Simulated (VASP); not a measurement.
# KZnF3 (P2/m) in VASP: a series of runs

The runs below take KZnF3 through single point, with PBEsol.

Everything below comes from runs of VASP 6.6.1. Logs are shortened: lines on timing, memory, paths and dates and some standing lists are left out, and cuts for length are marked.

## (1) The cell of the first run

The typed cell holds 5 atoms: a = 4.052 Å, b = 4.052 Å, c = 4.056 Å, α = 90.00°, β = 87.42°, γ = 90.00°.

## (2) Single point, PBEsol (shear of c along a, cell held: +4.5 %)

INCAR

```
SYSTEM = KZnF3
PREC = Accurate ; ENCUT = 520
EDIFF = 1E-6 ; ISMEAR = 0
SIGMA = 0.02 ; LREAL = .False.
LASPH = .True. ; NELM = 80
ALGO = Normal ; ISIF = 2
LWAVE = .False. ; LCHARG = .True.
GGA = PS ; LELF = .True.
LVHAR = .True. ; NBANDS = 29
```

KPOINTS

```
regular mesh
0
Gamma
  6 6 6
  0 0 0
```

POSCAR

```
KZnF3
1.0
    4.0519406020      0.0000000000      0.0000000000
    0.0000000000      4.0519406020      0.0000000000
    0.1823373271      0.0000000000      4.0519406020
K Zn F
1 1 3
Direct
    0.0000000000      0.0000000000      0.0000000000
    0.5000000000      0.5000000000      0.5000000000
    0.0000000000      0.5000000000      0.5000000000
    0.5000000000      0.0000000000      0.5000000000
    0.5000000000      0.5000000000      0.0000000000
```

Potentials or basis: VASP PAW PBE potentials, release 64 (K_sv, Zn, F).

On the command line:

```bash
cat potpaw_PBE.64/K_sv/POTCAR potpaw_PBE.64/Zn/POTCAR potpaw_PBE.64/F/POTCAR > POTCAR
mpirun -np 1 vasp_std > vasp.out
```

OUTCAR:

```text
SYSTEM = KZnF3
   PREC = Accurate
   ENCUT = 520
   EDIFF = 1E-6
   ISMEAR = 0
   LREAL = .False.
   LASPH = .True.
   NELM = 80
   ISIF = 2
   GGA = PS

 ion  position               nearest neighbor table
   1  0.000  0.000  0.000-   4 2.80   4 2.80
   2  0.500  0.500  0.500-   3 2.03   4 2.03   4 2.03   3 2.03   5 2.03   5 2.03
   3  0.000  0.500  0.500-   2 2.03   2 2.03
   4  0.500  0.000  0.500-   2 2.03   2 2.03   1 2.80   1 2.80
   5  0.500  0.500  0.000-   2 2.03   2 2.03

  LATTYP: Found a simple monoclinic cell.
 ALAT       =     4.0519406020
 B/A-ratio  =     1.0000000000
 C/A-ratio  =     1.0010119879
 COS(beta)  =    -0.0449545066

  Lattice vectors:

 A1 = (   4.0519406020,   0.0000000000,   0.0000000000)
 A2 = (   0.0000000000,  -4.0519406020,   0.0000000000)
 A3 = (  -0.1823373271,   0.0000000000,  -4.0519406020)

Analysis of symmetry for initial positions (statically):
=====================================================================
 Subroutine PRICEL returns:
 Original cell was already a primitive cell.

 Routine SETGRP: Setting up the symmetry group for a
 simple monoclinic supercell.

 Subroutine GETGRP returns: Found  4 space group operations
 (whereof  4 operations were pure point group operations)
 out of a pool of  4 trial point group operations.

The static configuration has the point symmetry C_2h.

Analysis of symmetry for dynamics (positions and initial velocities):
=====================================================================
 Subroutine PRICEL returns:
 Original cell was already a primitive cell.

 Routine SETGRP: Setting up the symmetry group for a
 simple monoclinic supercell.

 Subroutine GETGRP returns: Found  4 space group operations
 (whereof  4 operations were pure point group operations)
 out of a pool of  4 trial point group operations.

The dynamic configuration has the point symmetry C_2h.

 Subroutine INISYM returns: Found  4 space group operations
 (whereof  4 operations are pure point group operations),
 and found     1 'primitive' translations

----------------------------------------------------------------------------------------

                                     Primitive cell

  volume of cell :      66.5257

  direct lattice vectors                    reciprocal lattice vectors
     4.051940602  0.000000000  0.000000000     0.246795326  0.000000000 -0.011105790
     0.000000000  4.051940602  0.000000000     0.000000000  0.246795326  0.000000000
     0.182337327  0.000000000  4.051940602     0.000000000  0.000000000  0.246795326

  length of vectors
     4.051940602  4.051940602  4.056041117     0.247045079  0.246795326  0.246795326

  position of ions in fractional coordinates (direct lattice)
     0.000000000  0.000000000  0.000000000
     0.500000000  0.500000000  0.500000000
     0.000000000  0.500000000  0.500000000
     0.500000000  0.000000000  0.500000000
     0.500000000  0.500000000  0.000000000

  ion indices of the primitive-cell ions
   primitive index   ion index
                 1           1
                 2           2
                 3           3
                 4           4
                 5           5

----------------------------------------------------------------------------------------

 KPOINTS: regular mesh

Automatic generation of k-mesh.
 Grid dimensions read from file:
 generate k-points for:    6    6    6

 Generating k-lattice:

  Cartesian coordinates                     Fractional coordinates (reciprocal lattice)
     0.041132554  0.000000000 -0.001850965     0.166666667  0.000000000 -0.000000000
     0.000000000  0.041132554  0.000000000     0.000000000  0.166666667  0.000000000
     0.000000000  0.000000000  0.041132554     0.000000000  0.000000000  0.166666667

  Length of vectors
     0.041174180  0.041132554  0.041132554

  Shift w.r.t. Gamma in fractional coordinates (k-lattice)
     0.000000000  0.000000000  0.000000000

 Subroutine IBZKPT returns following result:
 ===========================================

 Found     80 irreducible k-points:

 Following reciprocal coordinates:
            Coordinates               Weight
  0.000000  0.000000  0.000000      1.000000
  0.166667  0.000000 -0.000000      2.000000
  0.333333  0.000000 -0.000000      2.000000
  0.500000  0.000000  0.000000      1.000000
  0.000000  0.166667  0.000000      2.000000
  0.166667  0.166667 -0.000000      4.000000
[... 16 lines left out ...]
  0.000000  0.166667  0.166667      4.000000
  0.166667  0.166667  0.166667      4.000000
 [... further k-points ...]
   k-points           NKPTS =     80   k-points in BZ     NKDIM =     80   number of bands    NBANDS=     29
   number of dos      NEDOS =    301   number of ions     NIONS =      5
   total plane-waves  NPLWV =  27000
   dimension x,y,z NGX =    30 NGY =   30 NGZ =   30
   dimension x,y,z NGXF=    60 NGYF=   60 NGZF=   60
   ions per type =               1   1   3
   NGX,Y,Z   is equivalent  to a cutoff of  12.31, 12.31, 12.30 a.u.
   NGXF,Y,Z  is equivalent  to a cutoff of  24.62, 24.62, 24.59 a.u.
 SYSTEM =  KZnF3
   PREC   = accura    normal or accurate (medium, high low for compatibility)
   ISTART =      0    job   : 0-new  1-cont  2-samecut
   ICHARG =      2    charge: 1-file 2-atom 10-const
   ISPIN  =      1    spin polarized calculation?
   LNONCOLLINEAR =      F non collinear calculations
   LSORBIT =      F    spin-orbit coupling
   LASPH  =      T    aspherical Exc in radial PAW
   ENCUT  =  520.0 eV  38.22 Ry    6.18 a.u.   7.53  7.53  7.54*2*pi/ulx,y,z
   NELM   =     80;   NELMIN=  2; NELMDL= -5     # of ELM steps
   EDIFF  = 0.1E-05   stopping-criterion for ELM
   LREAL  =      F    real-space projection
   EDIFFG = 0.1E-04   stopping-criterion for IOM
   NSW    =      0    number of steps for IOM
   IBRION =     -1    ionic relax: 0-MD 1-quasi-New 2-CG
   NFREE  =      0    steps in history (QN), initial steepest desc. (CG)
   ISIF   =      2    stress and relaxation
   ISYM   =      2    0-nonsym 1-usesym 2-fastsym
   POTIM  = 0.5000    time-step for ionic-motion
   TEBEG  =    0.0;   TEEND  =   0.0 temperature during run
   PSTRESS=    0.0 pullay stress
   NELECT =      42.0000    total number of electrons
   NUPDOWN=      -1.0000    fix difference up-down
   EMIN   =  10.00;   EMAX   =-10.00  energy-range for DOS
   EFERMI =   0.00;   METHOD = LEGACY
   ISMEAR =     0;   SIGMA  =   0.02  broadening in eV -4-tet -1-fermi 0-gaus
   EFERMI_NEDOS =   21; number of points for ismear=-14 and -15
   IALGO  =     38    algorithm
   IMIX   =      4    mixing-type and parameters
     AMIX     =   0.40;   BMIX     =  1.00
     AMIX_MAG =   1.60;   BMIX_MAG =  1.00
  volume/ion in A,a.u.               =      13.31        89.79
  Fermi-wavevector in a.u.,A,eV,Ry     =   1.404413  2.653956 26.835805  1.972376
  Thomas-Fermi vector in A             =   2.526977
   LORBIT       =      0    0 simple, 1 ext, 2 COOP (PROOUT), +10 PAW based schemes
   GGA     = PS    functional components
   LHFCALC =     F    Hartree Fock is set to
   AEXX    =    0.0000 exact exchange contribution
   IVDW    =     0    specifies the selected vdW correction
   LEPSILON=     F    determine dielectric tensor
   LRPA    =     F    only Hartree local field effects (RPA)
 non-spin polarized calculation
 Gauss-broadening in eV      SIGMA  =   0.02
  energy-cutoff  :      520.00
  volume of cell :       66.53
 maximum number of plane-waves:      1816
   NGX = 15   NGY = 15   NGZ = 15

 number of electron      41.9999978 magnetization

 Free energy of the ion-electron system (eV)
  ---------------------------------------------------
  ext. energy  EPLUGINS =         0.00000000
  ---------------------------------------------------
  free energy    TOTEN  =       -21.32638943 eV

  energy without entropy =      -21.32638943  energy(sigma->0) =      -21.32638943

 E-fermi :  -0.7222     XC(G=0): -10.1318

 val. band max:       -0.8990298619   @ k =   0.5000   0.5000   0.5000
 cond. band min:       2.7282568865   @ k =   0.0000   0.0000   0.0000
 fundamental gap:      3.6272867484
 Fermi energy:        -0.7222474115

 k-point     1 :       0.0000    0.0000    0.0000
  band No.  band energies     occupation
      1     -27.7867      2.00000
      2     -22.3878      2.00000
      3     -21.7524      2.00000
      4     -21.7367      2.00000
      5     -11.3655      2.00000
      6     -11.3449      2.00000
[... 21 lines left out ...]
     28      10.1547      0.00000
     29      12.8446      0.00000

 k-point     2 :       0.1667    0.0000   -0.0000
  band No.  band energies     occupation
      1     -27.7809      2.00000
      2     -22.3549      2.00000
      3     -21.7750      2.00000
      4     -21.7427      2.00000
      5     -11.3542      2.00000
      6     -11.3330      2.00000
[... 21 lines left out ...]
     28      10.2051      0.00000
     29      12.8035      0.00000

 k-point     3 :       0.3333    0.0000   -0.0000
  band No.  band energies     occupation
      1     -27.7691      2.00000
      2     -22.2764      2.00000
      3     -21.8474      2.00000
      4     -21.7406      2.00000
      5     -11.3413      2.00000
      6     -11.3090      2.00000
[... 21 lines left out ...]
     28      10.3474      0.00000
     29      12.4691      0.00000

 k-point     4 :       0.5000    0.0000    0.0000
  band No.  band energies     occupation
      1     -27.7632      2.00000
      2     -22.2254      2.00000
      3     -21.8954      2.00000
      4     -21.7387      2.00000
      5     -11.3392      2.00000
      6     -11.2969      2.00000
[... 597 lines left out ...]
     28      10.2630      0.00000
     29      12.6497      0.00000

 k-point    23 :       0.0000    0.1667    0.1667
  band No.  band energies     occupation
      1     -27.7755      2.00000
      2     -22.3211      2.00000
      3     -21.7902      2.00000
      4     -21.7544      2.00000
      5     -11.3633      2.00000
      6     -11.3294      2.00000
[... 21 lines left out ...]
     28      10.2321      0.00000
     29      12.4103      0.00000

 k-point    24 :       0.1667    0.1667    0.1667
  band No.  band energies     occupation
      1     -27.7709      2.00000
      2     -22.2903      2.00000
      3     -21.7945      2.00000
      4     -21.7677      2.00000
      5     -11.3770      2.00000
      6     -11.3578      2.00000
[... 21 lines left out ...]
     28      10.3448      0.00000
     29      12.6236      0.00000

 [... further k-points ...]
[... 5 lines left out ...]
  --------------------------------------------------------------------------------------
  -------------------------------------------------------------------------------------
  Total        0.1905799      0.1925384      0.2097429      0.0000000      0.0000000     -0.6221148
  in kB        4.5898500      4.6370177      5.0513646      0.0000000      0.0000000    -14.9827623
  external PRESSURE =       4.7594107 kB  Pullay stress =       0.0000000 kB

 VOLUME and BASIS-vectors are now :
 -----------------------------------------------------------------------------
  energy-cutoff  :      520.00
  volume of cell :       66.53
      direct lattice vectors                 reciprocal lattice vectors
     4.051940602  0.000000000  0.000000000     0.246795326  0.000000000 -0.011105790
     0.000000000  4.051940602  0.000000000     0.000000000  0.246795326  0.000000000
     0.182337327  0.000000000  4.051940602     0.000000000  0.000000000  0.246795326

 POSITION                                       TOTAL-FORCE (eV/Angst)
 -----------------------------------------------------------------------------------
      0.00000      0.00000      0.00000        -0.000000      0.000000      0.000000
      2.11714      2.02597      2.02597        -0.000000      0.000000      0.000000
      0.09117      2.02597      2.02597         0.000000      0.000000      0.000000
      2.11714      0.00000      2.02597         0.000000      0.000000      0.000000
      2.02597      2.02597      0.00000        -0.000000      0.000000      0.000000
 -----------------------------------------------------------------------------------
    total drift:                                0.000000      0.000000     -0.000000

  FREE ENERGIE OF THE ION-ELECTRON SYSTEM (eV)
  ---------------------------------------------------
  free  energy   TOTEN  =       -21.3263894290 eV

  energy  without entropy=      -21.3263894290  energy(sigma->0) =      -21.32638943
```

Run time: 64 s. Hardware: 1 thread of Intel Xeon 6975P-C (Granite Rapids), shared host; peak memory 0.27 GiB.

What came out:

| Item | Value |
| --- | --- |
| Free energy | -21.3264 eV |
| Pressure | 0.5 GPa |
| Band gap on the k mesh | 3.63 eV (least direct gap 5.37 eV) |

Stress tensor (GPa, compression positive):
```
 0.46  0.00 -1.50
 0.00  0.46  0.00
-1.50  0.00  0.51
```

Caveat: the cell differs from its parent crystal (shear of c along a, cell held: +4.5 %); the PAW data sets were made with another functional, which shifts forces and pressure a little. A k mesh can miss the band edges.

(Part 1 of 2 ends here.)
